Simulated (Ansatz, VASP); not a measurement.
**Sc: VASP beside Ansatz**

```
Sc
1.0
     4.08752    0.00000    0.00000
    -2.04376    3.53989    0.00000
     0.00000    0.00000    2.28457
Sc
3
Direct
  0.00000 0.00000 0.00000
  0.33333 0.66667 0.50000
  0.66667 0.33333 0.50000
```

Change from the starting cell: volume scaled by 0.45, PAW files.

Alike in both runs: task single point; functional PBE; k mesh 8 × 8 × 11; occupations fermi-dirac, width 0.05 eV; no spin polarisation.

|  | VASP | Ansatz |
| --- | --- | --- |
| version | VASP 6.6.1 | Ansatz 0.2.0 |
| potentials or method | VASP PAW PBE potentials, release 64 (Sc_sv) | PAW with Ansatz's default frozen-core files, scalar-relativistic |
| plane-wave cutoff (eV) | 520 | 420 |
| valence electrons in the cell | 33 | 33 |

VASP gave:

- pressure (GPa): 131.5
- traceless stress, the component that is largest in VASP (GPa): 0.90

Q: Estimate Ansatz's values.

A: Pressure (GPa): 128.9; traceless stress, the component that is largest in VASP (GPa): 0.02.

Both programs put the cell under a high pressure, so it lies far from rest at this level.

Noted on VASP's run: the cell as given lies far from equilibrium.
